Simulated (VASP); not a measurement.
# ZnCu (Pm-3m) in VASP: a series of runs, part 2 of 2

VASP 6.6.1. Earlier steps stand in the parts before.

## (3) Relaxation of the atoms, r2SCAN

This run uses another cell than the first one, of 13.19 Å³/atom.

POSCAR

```
ZnCu
1.0
    2.9765665800      0.0000000000      0.0000000000
    0.0000000000      2.9765665800      0.0000000000
    0.0000000000      0.0000000000      2.9765665800
Zn Cu
1 1
Direct
    0.5000000000      0.5000000000      0.5000000000
    0.0000000000      0.0000000000      0.0000000000
```

INCAR.step1

```
ALGO = Normal
EDIFF = 1E-4
ENCUT = 520
GGA = PE
ISMEAR = -1
LASPH = T
LCHARG = F
LREAL = F
LWAVE = T
NELM = 60
PREC = Accurate
SIGMA = 0.1
```

INCAR.step2

```
ALGO = Normal
EDIFF = 1E-6
EDIFFG = -0.01
ENCUT = 520
IBRION = 2
ISIF = 2
ISMEAR = -1
ISTART = 1
LASPH = T
LCHARG = F
LMIXTAU = T
LREAL = F
LWAVE = F
METAGGA = R2SCAN
NELM = 60
NSW = 50
PREC = Accurate
SIGMA = 0.1
```

KPOINTS

```
k-points
0
Gamma
  11 11 11
```

Potentials or basis: VASP PAW PBE potentials, release 64 (Zn, Cu).

Started as:

```
$ cat potpaw_PBE.64/Zn/POTCAR potpaw_PBE.64/Cu/POTCAR > POTCAR
$ cp INCAR.step1 INCAR
$ mpirun -np 1 vasp_std > vasp.out
$ cp INCAR.step2 INCAR
$ mpirun -np 1 vasp_std > vasp.out
```

OUTCAR:

```text
EDIFF = 1E-6
   EDIFFG = -0.01
   ENCUT = 520
   IBRION = 2
   ISIF = 2
   ISMEAR = -1
   ISTART = 1
   LASPH = T
   LREAL = F
   METAGGA = R2SCAN
   NELM = 60
   NSW = 50
   PREC = Accurate

 ion  position               nearest neighbor table
   1  0.500  0.500  0.500-   2 2.58   2 2.58   2 2.58   2 2.58   2 2.58   2 2.58   2 2.58   2 2.58

   2  0.000  0.000  0.000-   1 2.58   1 2.58   1 2.58   1 2.58   1 2.58   1 2.58   1 2.58   1 2.58

  LATTYP: Found a simple cubic cell.
 ALAT       =     2.9765665800

  Lattice vectors:

 A1 = (   2.9765665800,   0.0000000000,   0.0000000000)
 A2 = (   0.0000000000,   2.9765665800,   0.0000000000)
 A3 = (   0.0000000000,   0.0000000000,   2.9765665800)

Analysis of symmetry for initial positions (statically):
=====================================================================
 Subroutine PRICEL returns:
 Original cell was already a primitive cell.

 Routine SETGRP: Setting up the symmetry group for a
 simple cubic supercell.

 Subroutine GETGRP returns: Found 48 space group operations
 (whereof 48 operations were pure point group operations)
 out of a pool of 48 trial point group operations.

The static configuration has the point symmetry O_h .
[... 179 lines left out ...]
      9       2.2850      2.00000
     10       2.2850      2.00000
     11       2.2850      2.00000
     12      11.5725      0.00000
     13      11.5725      0.00000
     14      11.5725      0.00000
[... 401 lines left out ...]
      2      -2.8318      2.00000
      3      -2.6984      2.00000
      4      -2.4398      2.00000
      5      -2.3857      2.00000
      6      -2.3055      2.00000
      7       1.4318      2.00000
      8       1.4360      2.00000
      9       1.9393      2.00000
     10       1.9450      2.00000
     11       2.2168      2.00000
     12       5.8708      0.00037
     13      11.9668      0.00000
     14      12.1594      0.00000
     15      19.1379      0.00000

 [... further k-points ...]

------------------------ aborting loop because EDIFF is reached ----------------------------------------

  FORCE on cell =-STRESS in cart. coord.  units (eV):
  Direction    XX          YY          ZZ          XY          YZ          ZX
  --------------------------------------------------------------------------------------
  -------------------------------------------------------------------------------------
  Total       -1.0148461     -1.0148461     -1.0148461      0.0000000      0.0000000     -0.0000000
  in kB      -61.6543869    -61.6543869    -61.6543869      0.0000000      0.0000000     -0.0000000
  external PRESSURE =     -61.6543869 kB  Pullay stress =       0.0000000 kB

 VOLUME and BASIS-vectors are now :
 -----------------------------------------------------------------------------
  energy-cutoff  :      520.00
  volume of cell :       26.37
      direct lattice vectors                 reciprocal lattice vectors
     2.976566580  0.000000000  0.000000000     0.335957545  0.000000000  0.000000000
     0.000000000  2.976566580  0.000000000     0.000000000  0.335957545  0.000000000
     0.000000000  0.000000000  2.976566580     0.000000000  0.000000000  0.335957545

 POSITION                                       TOTAL-FORCE (eV/Angst)
 -----------------------------------------------------------------------------------
      1.48828      1.48828      1.48828         0.000000      0.000000      0.000000
      0.00000      0.00000      0.00000         0.000000      0.000000      0.000000
 -----------------------------------------------------------------------------------
    total drift:                                0.000000      0.000000     -0.000000

  FREE ENERGIE OF THE ION-ELECTRON SYSTEM (eV)
  ---------------------------------------------------
  free  energy   TOTEN  =       -19.9239334790 eV

  energy  without entropy=      -19.9090746606  energy(sigma->0) =      -19.91650407

 reached required accuracy - stopping structural energy minimisation
```

OUTCAR.step1:

```text
EDIFF = 1E-4
   ENCUT = 520
   GGA = PE
   ISMEAR = -1
   LASPH = T
   LREAL = F
[... 652 lines left out ...]
 -----------------------------------------------------------------------------------
      1.48828      1.48828      1.48828         0.000000      0.000000      0.000000
      0.00000      0.00000      0.00000         0.000000      0.000000      0.000000
 -----------------------------------------------------------------------------------
    total drift:                                0.000000      0.000000     -0.000000

  FREE ENERGIE OF THE ION-ELECTRON SYSTEM (eV)
  ---------------------------------------------------
  free  energy   TOTEN  =        -5.0249810320 eV

  energy  without entropy=       -5.0094101578  energy(sigma->0) =       -5.01719559
```

OSZICAR.step1:

```text
N       E                     dE             d eps       ncg     rms          rms(c)
DAV:   1     0.110964628663E+03    0.11096E+03   -0.11584E+04  1752   0.251E+03
DAV:   2    -0.297462684247E+01   -0.11394E+03   -0.11126E+03  1694   0.329E+02
DAV:   3    -0.605567439789E+01   -0.30810E+01   -0.30704E+01  2079   0.740E+01
DAV:   4    -0.607739808904E+01   -0.21724E-01   -0.21721E-01  1925   0.546E+00
DAV:   5    -0.607771224132E+01   -0.31415E-03   -0.31415E-03  2256   0.670E-01    0.928E+00
DAV:   6    -0.597079673816E+01    0.10692E+00   -0.17220E+01  1832   0.108E+02    0.608E+00
DAV:   7    -0.503030953979E+01    0.94049E+00   -0.38180E+00  1799   0.102E+02    0.212E+00
DAV:   8    -0.503427672559E+01   -0.39672E-02   -0.20032E-01  2255   0.658E+00    0.123E+00
DAV:   9    -0.502495960033E+01    0.93171E-02   -0.23484E-02  2093   0.396E+00    0.485E-02
DAV:  10    -0.502498103196E+01   -0.21432E-04   -0.58397E-04  2350   0.467E-01
   1 F= -.50249810E+01 E0= -.50171956E+01  d E =-.155709E-01
```

Run time: 36 s. Hardware: 1 thread of Intel Xeon Platinum 8559C (Emerald Rapids), shared host; peak memory 0.15 GiB.

Results:

- Free energy: -19.9239 eV
- Pressure after relaxing: -6.2 GPa
- Band gap on the k mesh: zero (an odd number of electrons rules out a gap without spin polarisation)

Final structure:
```yaml
crystal:
  lattice:
    - [2.97657, 0.00000, 0.00000]
    - [0.00000, 2.97657, 0.00000]
    - [0.00000, 0.00000, 2.97657]
  atoms:
    - { symbol: Zn, position: [0.50000, 0.50000, 0.50000] }
    - { symbol: Cu, position: [0.00000, 0.00000, 0.00000] }
```

Caveat: the relaxation stopped at its first step, so nothing moved; the PAW data sets were made with another functional, which shifts forces and pressure a little.

## (4) Single point, LDA

This run uses another cell than the first one, of 11.81 Å³/atom.

INCAR

```
ALGO = Normal
EDIFF = 1E-6
ENCUT = 820
GGA_COMPAT = False
ISIF = 2
ISMEAR = -1
LASPH = True
LCHARG = False
LREAL = False
LWAVE = False
NBANDS = 22
NELM = 120
PREC = Accurate
SIGMA = 0.1
```

KPOINTS is that of step 3.

POSCAR

```
ZnCu
1.0
    2.8688427224      0.0000000000      0.0000000000
    0.0000000000      2.8688427224      0.0000000000
    0.0000000000      0.0000000000      2.8688427224
Zn Cu
1 1
Direct
    0.5000000000      0.5000000000      0.5000000000
    0.0000000000      0.0000000000      0.0000000000
```

Potentials or basis: VASP PAW LDA potentials, release 64 (Zn, Cu_sv_GW).

Started as:

```
$ cat potpaw_LDA.64/Zn/POTCAR potpaw_LDA.64/Cu_sv_GW/POTCAR > POTCAR
$ mpirun -np 1 vasp_std > vasp.out
```

It took 31 s on 1 thread of AMD EPYC 9R45 (Zen 5), shared host; peak memory 0.17 GiB.

It converged, with:

- Free energy: -6.9553 eV
- Pressure: -0.2 GPa
- Band gap on the k mesh: zero (an odd number of electrons rules out a gap without spin polarisation)

Levels at points of the mesh, in eV from the Fermi level:
| k point | band 12 | band 13 | band 14 | band 15 | band 16 | band 17 | band 18 | band 19 |
| --- | --- | --- | --- | --- | --- | --- | --- | --- |
| (0.00, 0.00, 0.00) | -3.81 | -2.87 | -2.87 | -2.87 | 6.45 | 6.45 | 6.45 | 11.92 |

## (5) The runs side by side

```csv
task,level,potentials or basis,cell,cutoff (eV),gap on the mesh (eV),pressure (GPa)
relaxation of the atoms,r2SCAN,"VASP PAW PBE potentials, release 64 (Zn, Cu)","atoms relaxed from a = 2.958 Å, 2 atoms",520,none,-4.2
relaxation of the atoms,r2SCAN,"VASP PAW PBE potentials, release 64 (Zn, Cu)","atoms relaxed from a = 2.977 Å, 2 atoms",520,none,-6.2
single point,LDA,"VASP PAW LDA potentials, release 64 (Zn, Cu_sv_GW)","a = 2.869 Å, 2 atoms",820,none,-0.2
```

Alike in all rows: no spin polarisation; k mesh 11 × 11 × 11; smearing fermi-dirac 0.1 eV.

Caveats: the relaxation stopped at its first step, so nothing moved (at least some runs); the PAW data sets were made with another functional, which shifts forces and pressure a little (at least some runs).

Total energies depend on the potentials used, so only differences within one code and one set of settings carry meaning.
